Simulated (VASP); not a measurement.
# Ge (P6_3/mmc) in VASP: further runs

Ge is run at these levels: PBE; tasks: single point.

Everything below comes from runs of VASP 6.6.1. Logs are shortened: lines on timing, memory, paths and dates and some standing lists are left out, and cuts for length are marked.

### Step 1. The cell of the first run

The structure is hexagonal, space group P6_3/mmc (No. 194). Conventional cell: a = 4.122 Å, b = 4.122 Å, c = 12.978 Å, α = 90.00°, β = 90.00°, γ = 120.00°. Within 3.3 Å of Ge (site symmetry 3m) lie 4 Ge at 2.47 to 2.71 Å. Ge (site symmetry 3m) has 4 Ge at 2.45 to 2.47 Å within 3.2 Å.

This isn't the form of Ge at room conditions, which is diamond.

### Step 2. Single point, PBE

Contents of INCAR:

```
SYSTEM = Ge
PREC = Accurate ; ENCUT = 520
EDIFF = 1E-6 ; ISMEAR = 0
SIGMA = 0.15 ; LREAL = .FALSE.
LASPH = .TRUE. ; NELM = 80
ALGO = Fast ; ISIF = 2
LWAVE = .FALSE. ; LCHARG = .FALSE.
GGA = PE ; NBANDS = 66
```

Contents of KPOINTS:

```
Automatic mesh
0
G
  15 15 4
  0 0 0
```

Contents of POSCAR:

```
Ge
1.0
    4.1215611567      0.0000000000      0.0000000000
   -2.0607805784      3.5693766649      0.0000000000
    0.0000000000      0.0000000000     12.9783839263
Ge
8
Direct
    0.0000000000      0.0000000000      0.3955272934
    0.0000000000      0.0000000000      0.6044727066
    0.0000000000      0.0000000000      0.8955272934
    0.0000000000      0.0000000000      0.1044727066
    0.3333333333      0.6666666667      0.3442031336
    0.6666666667      0.3333333333      0.6557968664
    0.6666666667      0.3333333333      0.8442031336
    0.3333333333      0.6666666667      0.1557968664
```

Potentials or basis: VASP PAW PBE potentials, release 64 (Ge_d).

The run is started by

```sh
cat potpaw_PBE.64/Ge_d/POTCAR > POTCAR
mpirun -np 1 vasp_std > vasp.out
```

OUTCAR:

```text
SYSTEM = Ge
   PREC = Accurate
   ENCUT = 520
   EDIFF = 1E-6
   ISMEAR = 0
   LREAL = .FALSE.
   LASPH = .TRUE.
   NELM = 80
   ISIF = 2
   GGA = PE

 ion  position               nearest neighbor table
   1  0.000  0.000  0.396-   5 2.47   5 2.47   5 2.47   2 2.71
   2  0.000  0.000  0.604-   6 2.47   6 2.47   6 2.47   1 2.71
   3  0.000  0.000  0.896-   7 2.47   7 2.47   7 2.47   4 2.71
   4  0.000  0.000  0.104-   8 2.47   8 2.47   8 2.47   3 2.71
   5  0.333  0.667  0.344-   8 2.45   1 2.47   1 2.47   1 2.47
   6  0.667  0.333  0.656-   7 2.45   2 2.47   2 2.47   2 2.47
   7  0.667  0.333  0.844-   6 2.45   3 2.47   3 2.47   3 2.47
   8  0.333  0.667  0.156-   5 2.45   4 2.47   4 2.47   4 2.47

  LATTYP: Found a hexagonal cell.
 ALAT       =     4.1215611567
 C/A-ratio  =     3.1489000000

  Lattice vectors:

 A1 = (   4.1215611567,   0.0000000000,   0.0000000000)
 A2 = (  -2.0607805784,   3.5693766649,   0.0000000000)
 A3 = (   0.0000000000,   0.0000000000,  12.9783839263)

Analysis of symmetry for initial positions (statically):
=====================================================================
 Subroutine PRICEL returns:
 Original cell was already a primitive cell.

 Routine SETGRP: Setting up the symmetry group for a
 hexagonal supercell.

 Subroutine GETGRP returns: Found 24 space group operations
 (whereof 12 operations were pure point group operations)
 out of a pool of 24 trial point group operations.

The static configuration has the point symmetry D_3d.
 The point group associated with its full space group is D_6h.

Analysis of symmetry for dynamics (positions and initial velocities):
=====================================================================
 Subroutine PRICEL returns:
 Original cell was already a primitive cell.

 Routine SETGRP: Setting up the symmetry group for a
 hexagonal supercell.

 Subroutine GETGRP returns: Found 24 space group operations
 (whereof 12 operations were pure point group operations)
 out of a pool of 24 trial point group operations.

The dynamic configuration has the point symmetry D_3d.
 The point group associated with its full space group is D_6h.

 Subroutine INISYM returns: Found 24 space group operations
 (whereof 12 operations are pure point group operations),
 and found     1 'primitive' translations

----------------------------------------------------------------------------------------

                                     Primitive cell

  volume of cell :     190.9303

  direct lattice vectors                    reciprocal lattice vectors
     4.121561157  0.000000000  0.000000000     0.242626510  0.140080481  0.000000000
    -2.060780578  3.569376665  0.000000000     0.000000000  0.280160962  0.000000000
     0.000000000  0.000000000 12.978383926     0.000000000  0.000000000  0.077051196

  length of vectors
     4.121561157  4.121561157 12.978383926     0.280160962  0.280160962  0.077051196

  position of ions in fractional coordinates (direct lattice)
     0.000000000  0.000000000  0.395527293
     0.000000000  0.000000000  0.604472707
     0.000000000  0.000000000  0.895527293
     0.000000000  0.000000000  0.104472707
     0.333333333  0.666666667  0.344203134
     0.666666667  0.333333333  0.655796866
     0.666666667  0.333333333  0.844203134
     0.333333333  0.666666667  0.155796866

  ion indices of the primitive-cell ions
   primitive index   ion index
                 1           1
                 2           2
                 3           3
                 4           4
                 5           5
                 6           6
                 7           7
                 8           8

----------------------------------------------------------------------------------------

 KPOINTS: Automatic mesh

Automatic generation of k-mesh.
 Grid dimensions read from file:
 generate k-points for:   15   15    4

 Generating k-lattice:

  Cartesian coordinates                     Fractional coordinates (reciprocal lattice)
     0.016175101  0.009338699  0.000000000     0.066666667  0.000000000  0.000000000
     0.000000000  0.018677397  0.000000000     0.000000000  0.066666667  0.000000000
     0.000000000  0.000000000  0.019262799     0.000000000  0.000000000  0.250000000

  Length of vectors
     0.018677397  0.018677397  0.019262799

  Shift w.r.t. Gamma in fractional coordinates (k-lattice)
     0.000000000  0.000000000  0.000000000

 Subroutine IBZKPT returns following result:
 ===========================================

 Found     81 irreducible k-points:

 Following reciprocal coordinates:
            Coordinates               Weight
  0.000000  0.000000  0.000000      1.000000
  0.066667  0.000000  0.000000      6.000000
  0.133333  0.000000  0.000000      6.000000
  0.200000  0.000000  0.000000      6.000000
  0.266667  0.000000  0.000000      6.000000
  0.333333  0.000000  0.000000      6.000000
[... 16 lines left out ...]
  0.333333  0.200000  0.000000     12.000000
  0.400000  0.200000  0.000000      6.000000
 [... further k-points ...]
   k-points           NKPTS =     81   k-points in BZ     NKDIM =     81   number of bands    NBANDS=     66
   number of dos      NEDOS =    301   number of ions     NIONS =      8
   total plane-waves  NPLWV = 100352
   dimension x,y,z NGX =    32 NGY =   32 NGZ =   98
   dimension x,y,z NGXF=    64 NGYF=   64 NGZF=  196
   ions per type =               8
   NGX,Y,Z   is equivalent  to a cutoff of  12.91, 12.91, 12.55 a.u.
   NGXF,Y,Z  is equivalent  to a cutoff of  25.81, 25.81, 25.11 a.u.
 SYSTEM =  Ge
   PREC   = accura    normal or accurate (medium, high low for compatibility)
   ISTART =      0    job   : 0-new  1-cont  2-samecut
   ICHARG =      2    charge: 1-file 2-atom 10-const
   ISPIN  =      1    spin polarized calculation?
   LNONCOLLINEAR =      F non collinear calculations
   LSORBIT =      F    spin-orbit coupling
   LASPH  =      T    aspherical Exc in radial PAW
   ENCUT  =  520.0 eV  38.22 Ry    6.18 a.u.   7.66  7.66 24.13*2*pi/ulx,y,z
   NELM   =     80;   NELMIN=  2; NELMDL= -5     # of ELM steps
   EDIFF  = 0.1E-05   stopping-criterion for ELM
   LREAL  =      F    real-space projection
   EDIFFG = 0.1E-04   stopping-criterion for IOM
   NSW    =      0    number of steps for IOM
   IBRION =     -1    ionic relax: 0-MD 1-quasi-New 2-CG
   NFREE  =      0    steps in history (QN), initial steepest desc. (CG)
   ISIF   =      2    stress and relaxation
   ISYM   =      2    0-nonsym 1-usesym 2-fastsym
   POTIM  = 0.5000    time-step for ionic-motion
   TEBEG  =    0.0;   TEEND  =   0.0 temperature during run
   PSTRESS=    0.0 pullay stress
   NELECT =     112.0000    total number of electrons
   NUPDOWN=      -1.0000    fix difference up-down
   EMIN   =  10.00;   EMAX   =-10.00  energy-range for DOS
   EFERMI =   0.00;   METHOD = LEGACY
   ISMEAR =     0;   SIGMA  =   0.15  broadening in eV -4-tet -1-fermi 0-gaus
   EFERMI_NEDOS =   21; number of points for ismear=-14 and -15
   IALGO  =     68    algorithm
   IMIX   =      4    mixing-type and parameters
     AMIX     =   0.40;   BMIX     =  1.00
     AMIX_MAG =   1.60;   BMIX_MAG =  1.00
  volume/ion in A,a.u.               =      23.87       161.06
  Fermi-wavevector in a.u.,A,eV,Ry     =   1.370427  2.589732 25.552698  1.878070
  Thomas-Fermi vector in A             =   2.496214
   LORBIT       =      0    0 simple, 1 ext, 2 COOP (PROOUT), +10 PAW based schemes
   GGA     = PE    functional components
   LHFCALC =     F    Hartree Fock is set to
   AEXX    =    0.0000 exact exchange contribution
   IVDW    =     0    specifies the selected vdW correction
   LEPSILON=     F    determine dielectric tensor
   LRPA    =     F    only Hartree local field effects (RPA)
 non-spin polarized calculation
 RMM-DIIS sequential band-by-band and
 Gauss-broadening in eV      SIGMA  =   0.15
  energy-cutoff  :      520.00
  volume of cell :      190.93
 maximum number of plane-waves:      5215
 NGX is ok and might be reduce to    32
   NGX = 15   NGY = 15   NGZ = 49

 number of electron     111.9999967 magnetization

 Free energy of the ion-electron system (eV)
  ---------------------------------------------------
  ext. energy  EPLUGINS =         0.00000000
  ---------------------------------------------------
  free energy    TOTEN  =       -35.53701825 eV

  energy without entropy =      -35.53011186  energy(sigma->0) =      -35.53356505

 E-fermi :   4.4885     XC(G=0):  -9.6737

 val. band max:        4.4583128319   @ k =   0.1333   0.0667   0.0000
 cond. band min:       4.5483077150   @ k =   0.0667   0.0000   0.2500
 fundamental gap:      0.0899948831
 Fermi energy:         4.4884631941

 k-point     1 :       0.0000    0.0000    0.0000
  band No.  band energies     occupation
      1     -20.3075      2.00000
      2     -20.3021      2.00000
      3     -20.2932      2.00000
      4     -20.2932      2.00000
      5     -20.2922      2.00000
      6     -20.2922      2.00000
[... 58 lines left out ...]
     65       7.3537      0.00000
     66       8.3987      0.00000

 k-point     2 :       0.0667    0.0000    0.0000
  band No.  band energies     occupation
      1     -20.3107      2.00000
      2     -20.3065      2.00000
      3     -20.2960      2.00000
      4     -20.2939      2.00000
      5     -20.2938      2.00000
      6     -20.2900      2.00000
[... 58 lines left out ...]
     65       7.5469      0.00000
     66       8.3576      0.00000

 k-point     3 :       0.1333    0.0000    0.0000
  band No.  band energies     occupation
      1     -20.3178      2.00000
      2     -20.3142      2.00000
      3     -20.3017      2.00000
      4     -20.2988      2.00000
      5     -20.2952      2.00000
      6     -20.2878      2.00000
[... 1438 lines left out ...]
     65       8.8723      0.00000
     66       9.5037      0.00000

 k-point    24 :       0.4000    0.2000    0.0000
  band No.  band energies     occupation
      1     -20.3421      2.00000
      2     -20.3401      2.00000
      3     -20.3353      2.00000
      4     -20.3351      2.00000
      5     -20.3294      2.00000
      6     -20.3289      2.00000
[... 58 lines left out ...]
     65       8.6406      0.00000
     66       9.3290      0.00000

 [... further k-points ...]

------------------------ aborting loop because EDIFF is reached ----------------------------------------

  FORCE on cell =-STRESS in cart. coord.  units (eV):
  Direction    XX          YY          ZZ          XY          YZ          ZX
  --------------------------------------------------------------------------------------
  -------------------------------------------------------------------------------------
  Total        0.2446166      0.2446166      1.7127437     -0.0000000      0.0000000     -0.0000000
  in kB        2.0526827      2.0526827     14.3723640     -0.0000000      0.0000000     -0.0000000
  external PRESSURE =       6.1592432 kB  Pullay stress =       0.0000000 kB

 VOLUME and BASIS-vectors are now :
 -----------------------------------------------------------------------------
  energy-cutoff  :      520.00
  volume of cell :      190.93
      direct lattice vectors                 reciprocal lattice vectors
     4.121561157  0.000000000  0.000000000     0.242626510  0.140080481  0.000000000
    -2.060780578  3.569376665  0.000000000     0.000000000  0.280160962  0.000000000
     0.000000000  0.000000000 12.978383926     0.000000000  0.000000000  0.077051196

 POSITION                                       TOTAL-FORCE (eV/Angst)
 -----------------------------------------------------------------------------------
      0.00000      0.00000      5.13331        -0.000000      0.000000      1.598459
      0.00000      0.00000      7.84508        -0.000000      0.000000     -1.598459
      0.00000      0.00000     11.62250        -0.000000      0.000000      1.598459
      0.00000      0.00000      1.35589         0.000000      0.000000     -1.598459
     -0.00000      2.37958      4.46720         0.000000      0.000000      0.057931
      2.06078      1.18979      8.51118         0.000000     -0.000000     -0.057931
      2.06078      1.18979     10.95639         0.000000     -0.000000      0.057931
     -0.00000      2.37958      2.02199         0.000000     -0.000000     -0.057931
 -----------------------------------------------------------------------------------
    total drift:                               -0.000000      0.000000     -0.000000

  FREE ENERGIE OF THE ION-ELECTRON SYSTEM (eV)
  ---------------------------------------------------
  free  energy   TOTEN  =       -35.5370182508 eV

  energy  without entropy=      -35.5301118583  energy(sigma->0) =      -35.53356505
```

Wall time 26 min (1 thread of Oxide Virtual Turin-like, shared host); peak memory 0.71 GiB.

Results:

- Free energy: -35.5370 eV
- Pressure: 0.6 GPa
- Largest force: 1.598 eV/Å
- Band gap on the k mesh: zero (bands 56 and 57 overlap by 0.70 eV)

Forces in eV/Å, atoms in the order of the input:
```
Ge   0.000  0.000  1.598
Ge   0.000  0.000 -1.598
Ge   0.000  0.000  1.598
Ge   0.000  0.000 -1.598
Ge   0.000  0.000  0.058
Ge   0.000  0.000 -0.058
Ge   0.000  0.000  0.058
Ge   0.000  0.000 -0.058
```

Stress tensor (GPa, compression positive):
```
0.21 0.00 0.00
0.00 0.21 0.00
0.00 0.00 1.44
```

Levels at points of the mesh, in eV from the Fermi level:
| k point | band 53 | band 54 | band 55 | band 56 | band 57 | band 58 | band 59 | band 60 |
| --- | --- | --- | --- | --- | --- | --- | --- | --- |
| (0.00, 0.00, 0.00) | -0.84 | -0.84 | -0.40 | -0.39 | -0.24 | -0.24 | 0.23 | 0.78 |
| (0.00, 0.00, 0.50) | -0.68 | -0.68 | -0.50 | -0.50 | -0.50 | -0.50 | 0.72 | 0.72 |

Caveat: semilocal functionals underestimate gaps, so a narrow gap can read as zero; forces of over 1 eV/Å act on the atoms, so gaps and moduli don't describe the material at rest.

(Continued in part 2 of 3.)
